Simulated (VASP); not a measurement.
# BaTe (Fm-3m) in VASP: single point with PBE

Aim: the single point of BaTe with PBE.

All numbers are computed with VASP 6.6.1; they aren't measurements. Logs are shortened: lines on timing, memory, paths and dates and some standing lists are left out, and cuts for length are marked.

### 1 The cell of the first run

The structure is cubic, space group Fm-3m (No. 225). Conventional cell: a = 7.067 Å, b = 7.067 Å, c = 7.067 Å, α = 90.00°, β = 90.00°, γ = 90.00°. Within 4.6 Å of Ba (site symmetry m-3m) lie 6 Te at 3.53 Å. Te (site symmetry m-3m) has 6 Ba at 3.53 Å within 4.6 Å.

### 2 Single point, PBE, non-collinear spin, zero start, spin-orbit coupling

INCAR reads:

```
SYSTEM = BaTe
PREC     = Accurate       ! precision mode
ENCUT    = 520            ! plane-wave cutoff, eV
EDIFF    = 1E-7           ! SCF threshold, eV
ISMEAR   = 0              ! smearing method
SIGMA    = 0.02           ! smearing width, eV
LREAL    = .FALSE.        ! projectors in reciprocal space
LASPH    = .TRUE.         ! aspherical terms in the spheres
NELM     = 150            ! most SCF steps
ALGO     = Normal         ! electronic algorithm
ISIF     = 2              ! what is computed and relaxed
LWAVE    = .FALSE.        ! write WAVECAR
LCHARG   = .FALSE.        ! write CHGCAR
MAGMOM   = 0 0 0 0 0 0    ! initial moments
LORBIT   = 11             ! projections on sites
LSORBIT  = .TRUE.         ! spin-orbit coupling
GGA_COMPAT= .FALSE.      
LORBMOM  = .TRUE.       
GGA      = PE             ! functional
NBANDS   = 28             ! bands
```

KPOINTS reads:

```
Automatic mesh
0
G
  8 8 8
  0 0 0
```

POSCAR reads:

```
BaTe
1.0
    0.0000000000      3.5333383813      3.5333383813
    3.5333383813      0.0000000000      3.5333383813
    3.5333383813      3.5333383813      0.0000000000
Ba Te
1 1
Direct
    0.5000000000      0.5000000000      0.5000000000
    0.0000000000      0.0000000000      0.0000000000
```

Potentials or basis: VASP PAW PBE potentials, release 64 (Ba_sv, Te).

On the command line:

```sh
cat potpaw_PBE.64/Ba_sv/POTCAR potpaw_PBE.64/Te/POTCAR > POTCAR
mpirun -np 1 vasp_ncl > vasp.out
```

OUTCAR:

```text
SYSTEM = BaTe
   PREC = Accurate
   ENCUT = 520
   EDIFF = 1E-7
   ISMEAR = 0
   LREAL = .FALSE.
   LASPH = .TRUE.
   NELM = 150
   ISIF = 2
   LORBIT = 11
   LSORBIT = .TRUE.
   GGA = PE

 ion  position               nearest neighbor table
   1  0.500  0.500  0.500-   2 3.53   2 3.53   2 3.53   2 3.53   2 3.53   2 3.53
   2  0.000  0.000  0.000-   1 3.53   1 3.53   1 3.53   1 3.53   1 3.53   1 3.53

  LATTYP: Found a face centered cubic cell.
 ALAT       =     7.0666767626

  Lattice vectors:

 A1 = (   0.0000000000,   3.5333383813,   3.5333383813)
 A2 = (   3.5333383813,   0.0000000000,   3.5333383813)
 A3 = (   3.5333383813,   3.5333383813,   0.0000000000)

Analysis of symmetry for initial positions (statically):
=====================================================================
 Subroutine PRICEL returns:
 Original cell was already a primitive cell.

 Routine SETGRP: Setting up the symmetry group for a
 face centered cubic supercell.

 Subroutine GETGRP returns: Found 48 space group operations
 (whereof 48 operations were pure point group operations)
 out of a pool of 48 trial point group operations.

The static configuration has the point symmetry O_h .

Analysis of symmetry for dynamics (positions and initial velocities):
=====================================================================
 Subroutine PRICEL returns:
 Original cell was already a primitive cell.

 Routine SETGRP: Setting up the symmetry group for a
 face centered cubic supercell.

 Subroutine GETGRP returns: Found 48 space group operations
 (whereof 48 operations were pure point group operations)
 out of a pool of 48 trial point group operations.

The dynamic configuration has the point symmetry O_h .

Analysis of structural, dynamic, and magnetic symmetry:
=====================================================================
 Subroutine PRICEL returns:
 Original cell was already a primitive cell.

 Routine SETGRP: Setting up the symmetry group for a
 face centered cubic supercell.

 Subroutine GETGRP returns: Found 48 space group operations
 (whereof 48 operations were pure point group operations)
 out of a pool of 48 trial point group operations.

The overall configuration has the point symmetry O_h .

 Subroutine INISYM returns: Found 48 space group operations
 (whereof 48 operations are pure point group operations),
 and found     1 'primitive' translations

----------------------------------------------------------------------------------------

                                     Primitive cell

  volume of cell :      88.2238

  direct lattice vectors                    reciprocal lattice vectors
     0.000000000  3.533338381  3.533338381    -0.141509232  0.141509232  0.141509232
     3.533338381  0.000000000  3.533338381     0.141509232 -0.141509232  0.141509232
     3.533338381  3.533338381  0.000000000     0.141509232  0.141509232 -0.141509232

  length of vectors
     4.996895059  4.996895059  4.996895059     0.245101179  0.245101179  0.245101179

  position of ions in fractional coordinates (direct lattice)
     0.500000000  0.500000000  0.500000000
     0.000000000  0.000000000  0.000000000

  ion indices of the primitive-cell ions
   primitive index   ion index
                 1           1
                 2           2

----------------------------------------------------------------------------------------

 KPOINTS: Automatic mesh

Automatic generation of k-mesh.
 Grid dimensions read from file:
 generate k-points for:    8    8    8

 Generating k-lattice:

  Cartesian coordinates                     Fractional coordinates (reciprocal lattice)
    -0.017688654  0.017688654  0.017688654     0.125000000  0.000000000  0.000000000
     0.017688654 -0.017688654  0.017688654     0.000000000  0.125000000  0.000000000
     0.017688654  0.017688654 -0.017688654     0.000000000  0.000000000  0.125000000

  Length of vectors
[... 97 lines left out ...]
 number of electron      16.0000000 magnetization      -0.0000000     -0.0000000      0.0000000

 Free energy of the ion-electron system (eV)
  ---------------------------------------------------
  ext. energy  EPLUGINS =         0.00000000
  ---------------------------------------------------
  free energy    TOTEN  =        -8.91901619 eV

  energy without entropy =       -8.91901619  energy(sigma->0) =       -8.91901619

 E-fermi :   2.5520     XC(G=0):  -8.1348

 val. band max:        2.3679217386   @ k =   0.0000   0.0000   0.0000
 cond. band min:       3.6752604950   @ k =   0.5000   0.5000   0.0000
 fundamental gap:      1.3073387563
 Fermi energy:         2.5520025813

 k-point     1 :       0.0000    0.0000    0.0000
  band No.  band energies     occupation
      1     -24.9952      1.00000
      2     -24.9952      1.00000
      3     -11.4751      1.00000
      4     -11.4751      1.00000
      5      -9.5212      1.00000
      6      -9.5212      1.00000
[... 733 lines left out ...]
     27       8.7840      0.00000
     28       8.7840      0.00000

 [... further k-points ...]

------------------------ aborting loop because EDIFF is reached ----------------------------------------

  FORCE on cell =-STRESS in cart. coord.  units (eV):
  Direction    XX          YY          ZZ          XY          YZ          ZX
  --------------------------------------------------------------------------------------
  -------------------------------------------------------------------------------------
  Total        0.1489142      0.1489142      0.1489142      0.0000000      0.0000000     -0.0000000
  in kB        2.7043386      2.7043386      2.7043386      0.0000000      0.0000000     -0.0000000
  external PRESSURE =       2.7043386 kB  Pullay stress =       0.0000000 kB

 VOLUME and BASIS-vectors are now :
 -----------------------------------------------------------------------------
  energy-cutoff  :      520.00
  volume of cell :       88.22
      direct lattice vectors                 reciprocal lattice vectors
     0.000000000  3.533338381  3.533338381    -0.141509232  0.141509232  0.141509232
     3.533338381  0.000000000  3.533338381     0.141509232 -0.141509232  0.141509232
     3.533338381  3.533338381  0.000000000     0.141509232  0.141509232 -0.141509232

 POSITION                                       TOTAL-FORCE (eV/Angst)
 -----------------------------------------------------------------------------------
      3.53334      3.53334      3.53334         0.000000      0.000000     -0.000000
      0.00000      0.00000      0.00000         0.000000      0.000000      0.000000
 -----------------------------------------------------------------------------------
    total drift:                                0.000000     -0.000000     -0.000000

  FREE ENERGIE OF THE ION-ELECTRON SYSTEM (eV)
  ---------------------------------------------------
  free  energy   TOTEN  =        -8.9190161902 eV

  energy  without entropy=       -8.9190161902  energy(sigma->0) =       -8.91901619

 orbital moment (x)

 # of ion     p       d       tot
 ----------------------------------------
  1         0.000   0.000   0.000
  2         0.000  -0.000  -0.000
 ----------------------------------------
            0.000   0.000   0.000

 orbital moment (y)

 # of ion     p       d       tot
 ----------------------------------------
  1         0.000   0.000   0.000
  2         0.000   0.000   0.000
 ----------------------------------------
            0.000   0.000   0.000

 orbital moment (z)

 # of ion     p       d       tot
 ----------------------------------------
  1         0.000   0.000   0.000
  2         0.000   0.000   0.000
 ----------------------------------------
            0.000   0.000   0.000

 Spin-Orbit-Coupling matrix elements

 Ion:    1  E_soc:     -0.3946372
 l=   1
     0.0000000    -0.0652615    -0.0652615
    -0.0652615     0.0000000    -0.0652615
    -0.0652615    -0.0652615     0.0000000
 l=   2
     0.0000000     0.0000209     0.0000000     0.0000209    -0.0005323
     0.0000209     0.0000000    -0.0003993     0.0000209    -0.0001331
     0.0000000    -0.0003993     0.0000000    -0.0003993     0.0000000
     0.0000209     0.0000209    -0.0003993     0.0000000    -0.0001331
    -0.0005323    -0.0001331     0.0000000    -0.0001331     0.0000000
 l=   3
     0.0000000     0.0000000     0.0000000     0.0000000     0.0000000     0.0000000     0.0000000
     0.0000000     0.0000000     0.0000000     0.0000000     0.0000000     0.0000000     0.0000000
     0.0000000     0.0000000     0.0000000     0.0000000     0.0000000     0.0000000     0.0000000
     0.0000000     0.0000000     0.0000000     0.0000000     0.0000000     0.0000000     0.0000000
     0.0000000     0.0000000     0.0000000     0.0000000     0.0000000     0.0000000     0.0000000
     0.0000000     0.0000000     0.0000000     0.0000000     0.0000000     0.0000000     0.0000000
     0.0000000     0.0000000     0.0000000     0.0000000     0.0000000     0.0000000     0.0000000

 Ion:    2  E_soc:     -0.1888880
 l=   1
     0.0000000    -0.0314798    -0.0314798
    -0.0314798     0.0000000    -0.0314798
    -0.0314798    -0.0314798     0.0000000
 l=   2
     0.0000000    -0.0000032     0.0000000    -0.0000032     0.0000016
    -0.0000032     0.0000000     0.0000012    -0.0000032     0.0000004
     0.0000000     0.0000012     0.0000000     0.0000012     0.0000000
    -0.0000032    -0.0000032     0.0000012     0.0000000     0.0000004
     0.0000016     0.0000004     0.0000000     0.0000004     0.0000000
 l=   3
     0.0000000     0.0000000     0.0000000     0.0000000     0.0000000     0.0000000     0.0000000
     0.0000000     0.0000000     0.0000000     0.0000000     0.0000000     0.0000000     0.0000000
     0.0000000     0.0000000     0.0000000     0.0000000     0.0000000     0.0000000     0.0000000
     0.0000000     0.0000000     0.0000000     0.0000000     0.0000000     0.0000000     0.0000000
     0.0000000     0.0000000     0.0000000     0.0000000     0.0000000     0.0000000     0.0000000
     0.0000000     0.0000000     0.0000000     0.0000000     0.0000000     0.0000000     0.0000000
     0.0000000     0.0000000     0.0000000     0.0000000     0.0000000     0.0000000     0.0000000

 total charge

# of ion       s       p       d       tot
------------------------------------------
    1        2.008   5.606   0.257   7.872
    2        1.341   2.119   0.003   3.462
--------------------------------------------------
tot          3.349   7.725   0.260  11.334

 magnetization (x)

# of ion       s       p       d       tot
------------------------------------------
    1        0.000   0.000   0.000   0.000
    2        0.000   0.000   0.000   0.000
--------------------------------------------------
tot          0.000   0.000   0.000   0.000

 magnetization (y)

# of ion       s       p       d       tot
------------------------------------------
    1        0.000   0.000   0.000   0.000
    2        0.000   0.000  -0.000  -0.000
--------------------------------------------------
tot          0.000   0.000  -0.000   0.000

 magnetization (z)

# of ion       s       p       d       tot
------------------------------------------
    1       -0.000   0.000  -0.000  -0.000
    2       -0.000   0.000   0.000   0.000
--------------------------------------------------
tot         -0.000   0.000  -0.000  -0.000
```

Wall time 1.8 min (1 thread of Intel Xeon 6975P-C (Granite Rapids), shared host); peak memory 0.53 GiB.

What came out:

```yaml
Free_energy: -8.9190 eV
Pressure: 0.3 GPa
Net_moment: 0.00 μB per cell
Valence_electrons_inside_the_program's_atomic_spheres: Ba 7.87; Te 3.46
```

Moments on the atoms (μB; x, y, z):
```
Ba  0.00 0.00 0.00
Te  0.00 0.00 0.00
```
